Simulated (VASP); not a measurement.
# Ti2RuC3 (I4/mmm) in VASP: a series of runs

Runs on Ti2RuC3. Level: PBE. Tasks: single point, relaxation of cell and atoms.

All numbers are computed with VASP 6.6.1; they aren't measurements. Logs are shortened: lines on timing, memory, paths and dates and some standing lists are left out, and cuts for length are marked.

## 1. The cell of the first run

The structure is tetragonal, space group I4/mmm (No. 139). The conventional cell has a = 3.055 Å, b = 3.055 Å, c = 12.902 Å, α = 90.00°, β = 90.00°, γ = 90.00°. Within 2.8 Å of Ti (site symmetry 4mm) lie 6 C at 2.14 to 2.16 Å. Within 2.9 Å of Ru (site symmetry 4/mmm) lie 6 C at 2.15 to 2.16 Å. Within 2.8 Å of C (site symmetry 4mm) lie 5 Ti at 2.14 to 2.16 Å and 1 Ru at 2.15 Å. Within 2.9 Å of C (site symmetry 4/mmm) lie 4 Ru at 2.16 Å and 2 Ti at 2.16 Å.

## 2. Single point, PBE

Input file INCAR:

```
  PREC = Accurate
  ENCUT = 520
  EDIFF = 1E-7
  ISMEAR = 0
  SIGMA = 0.2
  LREAL = F
  LASPH = T
  NELM = 80
  ALGO = Normal
  ISIF = 2
  LWAVE = F
  LCHARG = T
  GGA = PE
  LELF = T
  LVHAR = T
  NBANDS = 34
```

Input file KPOINTS:

```
regular mesh
0
Gamma
  7 7 7
```

Input file POSCAR:

```
Ti2RuC3
1.0
   -1.5274643460      1.5274643460      6.4511224888
    1.5274643460     -1.5274643460      6.4511224888
    1.5274643460      1.5274643460     -6.4511224888
Ti Ru C
2 1 3
Direct
    0.6674974501      0.6674974501      0.0000000000
    0.3325025499      0.3325025499      0.0000000000
    0.0000000000      0.0000000000      0.0000000000
    0.8330311454      0.8330311454      0.0000000000
    0.1669688546      0.1669688546      0.0000000000
    0.5000000000      0.5000000000      0.0000000000
```

Potentials or basis: VASP PAW PBE potentials, release 64 (Ti_sv, Ru_pv, C).

Launch:

```sh
> cat potpaw_PBE.64/Ti_sv/POTCAR potpaw_PBE.64/Ru_pv/POTCAR potpaw_PBE.64/C/POTCAR > POTCAR
> mpirun -np 1 vasp_std > vasp.out
```

OUTCAR:

```text
PREC = Accurate
   ENCUT = 520
   EDIFF = 1E-7
   ISMEAR = 0
   LREAL = F
   LASPH = T
   NELM = 80
   ISIF = 2
   GGA = PE

 ion  position               nearest neighbor table
   1  0.667  0.667  0.000-   4 2.14   5 2.16   5 2.16   5 2.16   5 2.16   6 2.16   3 3.06   3 3.06
                             3 3.06   3 3.06
   2  0.333  0.333  0.000-   5 2.14   4 2.16   4 2.16   4 2.16   4 2.16   6 2.16   3 3.06   3 3.06
                             3 3.06   3 3.06
   3  0.000  0.000  0.000-   4 2.15   5 2.15   6 2.16   6 2.16   6 2.16   6 2.16   2 3.06   1 3.06
                             2 3.06   1 3.06   2 3.06   1 3.06   2 3.06   1 3.06
   4  0.833  0.833  0.000-   1 2.14   3 2.15   2 2.16   2 2.16   2 2.16   2 2.16
   5  0.167  0.167  0.000-   2 2.14   3 2.15   1 2.16   1 2.16   1 2.16   1 2.16
   6  0.500  0.500  0.000-   3 2.16   3 2.16   3 2.16   3 2.16   2 2.16   1 2.16

  LATTYP: Found a body centered tetragonal cell.
 ALAT       =     3.0549286920
 C/A-ratio  =     4.2234193588

  Lattice vectors:

 A1 = (  -1.5274643460,   1.5274643460,   6.4511224888)
 A2 = (   1.5274643460,  -1.5274643460,   6.4511224888)
 A3 = (   1.5274643460,   1.5274643460,  -6.4511224888)

Analysis of symmetry for initial positions (statically):
=====================================================================
 Subroutine PRICEL returns:
 Original cell was already a primitive cell.

 Routine SETGRP: Setting up the symmetry group for a
 body centered tetragonal supercell.

 Subroutine GETGRP returns: Found 16 space group operations
 (whereof 16 operations were pure point group operations)
 out of a pool of 16 trial point group operations.

The static configuration has the point symmetry D_4h.

Analysis of symmetry for dynamics (positions and initial velocities):
=====================================================================
 Subroutine PRICEL returns:
 Original cell was already a primitive cell.

 Routine SETGRP: Setting up the symmetry group for a
 body centered tetragonal supercell.

 Subroutine GETGRP returns: Found 16 space group operations
 (whereof 16 operations were pure point group operations)
 out of a pool of 16 trial point group operations.

The dynamic configuration has the point symmetry D_4h.

 Subroutine INISYM returns: Found 16 space group operations
 (whereof 16 operations are pure point group operations),
 and found     1 'primitive' translations

[... 106 lines left out ...]
   IBRION =     -1    ionic relax: 0-MD 1-quasi-New 2-CG
   NFREE  =      0    steps in history (QN), initial steepest desc. (CG)
   ISIF   =      2    stress and relaxation
   ISYM   =      2    0-nonsym 1-usesym 2-fastsym
   POTIM  = 0.5000    time-step for ionic-motion
   TEBEG  =    0.0;   TEEND  =   0.0 temperature during run
   PSTRESS=    0.0 pullay stress
   NELECT =      50.0000    total number of electrons
   NUPDOWN=      -1.0000    fix difference up-down
   EMIN   =  10.00;   EMAX   =-10.00  energy-range for DOS
   EFERMI =   0.00;   METHOD = LEGACY
   ISMEAR =     0;   SIGMA  =   0.20  broadening in eV -4-tet -1-fermi 0-gaus
   EFERMI_NEDOS =   21; number of points for ismear=-14 and -15
   IALGO  =     38    algorithm
   IMIX   =      4    mixing-type and parameters
     AMIX     =   0.40;   BMIX     =  1.00
     AMIX_MAG =   1.60;   BMIX_MAG =  1.00
  volume/ion in A,a.u.               =      10.03        67.71
  Fermi-wavevector in a.u.,A,eV,Ry     =   1.538812  2.907934 32.217830  2.367944
  Thomas-Fermi vector in A             =   2.645128
   LORBIT       =      0    0 simple, 1 ext, 2 COOP (PROOUT), +10 PAW based schemes
   GGA     = PE    functional components
   LHFCALC =     F    Hartree Fock is set to
   AEXX    =    0.0000 exact exchange contribution
   IVDW    =     0    specifies the selected vdW correction
   LEPSILON=     F    determine dielectric tensor
   LRPA    =     F    only Hartree local field effects (RPA)
 non-spin polarized calculation
 Gauss-broadening in eV      SIGMA  =   0.20
  energy-cutoff  :      520.00
  volume of cell :       60.21
 maximum number of plane-waves:      1639
 NGX is ok and might be reduce to    54
   NGX = 25   NGY = 25   NGZ = 25

 number of electron      50.0000002 magnetization

 Free energy of the ion-electron system (eV)
  ---------------------------------------------------
  ext. energy  EPLUGINS =         0.00000000
  ---------------------------------------------------
  free energy    TOTEN  =       -54.11204597 eV

  energy without entropy =      -54.05249761  energy(sigma->0) =      -54.08227179

 E-fermi :  10.4488     XC(G=0): -13.0709

 val. band max:       10.4417908227   @ k =  -0.1429  -0.1429   0.1429
 cond. band min:      10.4838709878   @ k =   0.1429   0.0000   0.0000
 fundamental gap:      0.0420801650
 Fermi energy:        10.4488320750

 k-point     1 :       0.0000    0.0000    0.0000
  band No.  band energies     occupation
      1     -46.3306      2.00000
      2     -46.2760      2.00000
      3     -33.0231      2.00000
      4     -32.9004      2.00000
      5     -32.9004      2.00000
      6     -22.8068      2.00000
[... 877 lines left out ...]
     33      13.9150      0.00000
     34      14.2487      0.00000

 [... further k-points ...]

------------------------ aborting loop because EDIFF is reached ----------------------------------------

  FORCE on cell =-STRESS in cart. coord.  units (eV):
  Direction    XX          YY          ZZ          XY          YZ          ZX
  --------------------------------------------------------------------------------------
  -------------------------------------------------------------------------------------
  Total        0.0381367      0.0381367     -0.0585105      0.0000000     -0.0000000      0.0000000
  in kB        1.0148843      1.0148843     -1.5570659      0.0000000     -0.0000000      0.0000000
  external PRESSURE =       0.1575675 kB  Pullay stress =       0.0000000 kB

 VOLUME and BASIS-vectors are now :
 -----------------------------------------------------------------------------
  energy-cutoff  :      520.00
  volume of cell :       60.21
      direct lattice vectors                 reciprocal lattice vectors
    -1.527464346  1.527464346  6.451122489     0.000000000  0.327339883  0.077505892
     1.527464346 -1.527464346  6.451122489     0.327339883  0.000000000  0.077505892
     1.527464346  1.527464346 -6.451122489     0.327339883  0.327339883  0.000000000

 POSITION                                       TOTAL-FORCE (eV/Angst)
 -----------------------------------------------------------------------------------
      0.00000      0.00000      8.61222        -0.000000     -0.000000      0.017369
      0.00000      0.00000      4.29003        -0.000000     -0.000000     -0.017369
      0.00000      0.00000      0.00000         0.000000      0.000000     -0.000000
      0.00000      0.00000     10.74797         0.000000      0.000000      0.019605
      0.00000      0.00000      2.15427        -0.000000     -0.000000     -0.019605
      0.00000      0.00000      6.45112         0.000000      0.000000     -0.000000
 -----------------------------------------------------------------------------------
    total drift:                               -0.000000     -0.000000      0.000000

  FREE ENERGIE OF THE ION-ELECTRON SYSTEM (eV)
  ---------------------------------------------------
  free  energy   TOTEN  =       -54.1120459739 eV

  energy  without entropy=      -54.0524976128  energy(sigma->0) =      -54.08227179
```

stdout:

```text
POSCAR found type information on POSCAR TiRuC
 POSCAR found :  3 types and       6 ions
 scaLAPACK will be used
 LDA part: xc-table for (Slater+PW92), standard interpolation
 POSCAR, INCAR and KPOINTS ok, starting setup
 FFT: planning ... GRIDC
 FFT: planning ... GRID_SOFT
 FFT: planning ... GRID
 WAVECAR not read
 entering main loop
```

Run time: 14 min. Hardware: 1 thread of Intel Xeon 8259CL, shared host; peak memory 0.43 GiB.

What came out:

```
Free energy            : -54.1120 eV
Pressure               : 0.0 GPa
Largest force          : 0.020 eV/Å
Band gap on the k mesh : zero (bands 25 and 26 overlap by 0.89 eV)
```

Forces in eV/Å, atoms in the order of the input:
```
Ti   0.000  0.000  0.017
Ti   0.000  0.000 -0.017
Ru   0.000  0.000  0.000
C    0.000  0.000  0.020
C    0.000  0.000 -0.020
C    0.000  0.000  0.000
```

Stress tensor (GPa, compression positive):
```
 0.10  0.00  0.00
 0.00  0.10  0.00
 0.00  0.00 -0.16
```

Levels at points of the mesh, in eV from the Fermi level:
| k point | band 23 | band 24 | band 25 | band 26 | band 27 | band 28 |
| --- | --- | --- | --- | --- | --- | --- |
| (0.00, 0.00, 0.00) | -1.35 | -0.25 | -0.25 | 0.04 | 0.25 | 0.95 |

## 3. Relaxation of cell and atoms, PBE

This run uses another cell than the first one, of 11.52 Å³/atom.

Input file INCAR:

```
SYSTEM = Ti2RuC3
  PREC = Accurate
  ENCUT = 600
  EDIFF = 1E-6
  ISMEAR = 0
  SIGMA = 0.2
  LREAL = .FALSE.
  LASPH = .TRUE.
  NELM = 80
  ALGO = Normal
  ISIF = 3
  LWAVE = .FALSE.
  LCHARG = .FALSE.
  GGA = PE
  IBRION = 2
  NSW = 36
  EDIFFG = -0.08
```

Input file KPOINTS:

```
regular mesh
0
G
  7 7 7
  0 0 0
```

Input file POSCAR:

```
Ti2RuC3
1.0
   -1.5927617900      1.5927617900      6.8114893300
    1.5927617900     -1.5927617900      6.8114893300
    1.5927617900      1.5927617900     -6.8114893300
Ti Ru C
2 1 3
Direct
    0.6650000000      0.6650000000      0.0000000000
    0.3350000000      0.3350000000      0.0000000000
    0.0000000000      0.0000000000      0.0000000000
    0.8400000000      0.8400000000      0.0000000000
    0.1600000000      0.1600000000      0.0000000000
    0.5000000000      0.5000000000      0.0000000000
```

Potentials or basis: VASP PAW PBE potentials, release 64 (Ti_sv, Ru_pv, C).

Launch:

```sh
> cat potpaw_PBE.64/Ti_sv/POTCAR potpaw_PBE.64/Ru_pv/POTCAR potpaw_PBE.64/C/POTCAR > POTCAR
> mpirun -np 1 vasp_std > vasp.out
```

Wall time 74 min (1 thread of Intel Xeon 8259CL, shared host); peak memory 0.64 GiB.

The run converged. Its results:

```yaml
Free_energy: -54.1255 eV
Relaxed_volume: 10.05 Å³/atom
Relaxed_cell: a = 6.810 Å, b = 6.810 Å, c = 6.810 Å, α = 154.07°, β = 154.07°, γ = 37.00°
Space_group_after_relaxing_to_0.1_Å: I4/mmm (No. 139)
Energy_gained_by_relaxing: 160.3 meV/atom
Ionic_steps: 9
Pressure_after_relaxing: -0.6 GPa
Largest_force_after_relaxing: 0.069 eV/Å
Band_gap_on_the_k_mesh: zero (bands 25 and 26 overlap by 0.88 eV)
```

Forces in eV/Å, atoms in the order of the input:
```
Ti   0.000  0.000  0.069
Ti   0.000  0.000 -0.069
Ru   0.000  0.000  0.000
C    0.000  0.000  0.045
C    0.000  0.000 -0.045
C    0.000  0.000  0.000
```

Stress tensor (GPa, compression positive):
```
-0.41  0.00  0.00
 0.00 -0.41  0.00
 0.00  0.00 -0.87
```

The path:
```
step  energy change (eV)  largest force (eV/Å)  pressure (GPa)  volume (Å³)
   1              0.0000                0.8352          -27.08        69.12
   2              0.5974                1.4742           61.35        51.41
   3             -0.8536                1.1261           -0.61        60.60
   4             -0.8549                1.1348            0.57        60.34
   5             -0.9456                0.3839            0.61        60.09
   6             -0.9591                0.1561            0.99        59.95
   7             -0.9591                0.1650            0.98        59.96
   8             -0.9609                0.0372           -1.36        60.48
   9             -0.9616                0.0689           -0.56        60.30
```

Final structure:
```
Ti Ru C
1.0
    -1.52785    1.52785    6.45763
     1.52785   -1.52785    6.45763
     1.52785    1.52785   -6.45763
Ti Ru C
2 1 3
Direct
  0.66728 0.66728 0.00000
  0.33272 0.33272 0.00000
  0.00000 0.00000 0.00000
  0.83294 0.83294 0.00000
  0.16706 0.16706 0.00000
  0.50000 0.50000 0.00000
```

Levels at points of the mesh, in eV from the Fermi level:
| k point | band 23 | band 24 | band 25 | band 26 | band 27 | band 28 |
| --- | --- | --- | --- | --- | --- | --- |
| (0.00, 0.00, 0.00) | -1.34 | -0.25 | -0.25 | 0.03 | 0.24 | 0.96 |

Caveat: the relaxation stopped at a loose force limit of 0.08 eV/Å, so its end isn't a converged minimum.

The gap in the log of VASP goes by the Fermi energy; the results here count the filled bands.